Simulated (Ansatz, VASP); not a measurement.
# B3Ir in VASP and in Ansatz

```
B Ir
1.0
     4.30758    0.00000    0.00000
    -2.15379    3.73048    0.00000
     0.00000    0.00000    4.89123
B Ir
6 2
Direct
  0.79786 0.59573 0.25000
  0.20214 0.79786 0.75000
  0.40427 0.20214 0.25000
  0.20214 0.40427 0.75000
  0.79786 0.20214 0.25000
  0.59573 0.79786 0.75000
  0.33333 0.66667 0.25000
  0.66667 0.33333 0.75000
```

Alike in both runs: functional PBE; k mesh 12 × 12 × 8; occupations gaussian, width 0.1 eV; no spin polarisation.

Ansatz relaxed the structure, and its values are those at the end. VASP's run is a single point on that final structure, the one shown.

```csv
,VASP,Ansatz
version,VASP 6.6.1,Ansatz 0.2.0
potentials or method,"VASP PAW PBE potentials, release 64 (B, Ir_sv_GW), cutoff 500 eV","scalar-relativistic, plane waves, PAW"
valence electrons in the cell,52,52
```

VASP gave:

- gap on the k mesh at the Fermi level (eV): none
- pressure (GPa): -1.2
- rms of the force components (eV/Å): 0.011

Q: Estimate Ansatz's values.

A: gap on the k mesh at the Fermi level (eV): none; pressure (GPa): 0.0; rms of the force components (eV/Å): 0.000.

A gap of «none» marks a metal or a gap that the smearing closes. The functional is the same, so the differences come from potentials, cutoffs and numerics.

Neither program's run includes spin-orbit coupling.
